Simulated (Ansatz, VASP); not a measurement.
Two plane-wave programs on GaN

```
Ga N
1.0
     0.00000    2.27202    2.27202
     2.27202    0.00000    2.27202
     2.27202    2.27202    0.00000
Ga N
1 1
Direct
  0.00000 0.00000 0.00000
  0.75000 0.75000 0.75000
```

Alike in both runs: task single point; functional PBEsol; k mesh 10 × 10 × 10; occupations gaussian, width 0.02 eV; no spin polarisation.

|  | VASP | Ansatz |
| --- | --- | --- |
| version | VASP 6.6.1 | Ansatz 0.2.0 |
| potentials or method | VASP PAW PBE potentials, release 64 (Ga_d, N), cutoff 520 eV | scalar-relativistic, plane waves, PAW |
| valence electrons in the cell | 18 | 18 |

|  | VASP | Ansatz | Ansatz less VASP |
| --- | --- | --- | --- |
| gap on the k mesh at the Fermi level (eV) | 1.53 | 1.51 | -0.018 |
| least direct gap on the mesh (eV) | 1.53 | 1.51 | -0.018 |
| pressure (GPa) | -5.5 | -5.4 | +0.17 |

VASP's potentials were made for PBE, not for PBEsol. With one functional, cell and mesh, what is left measures potentials, basis and numerics.
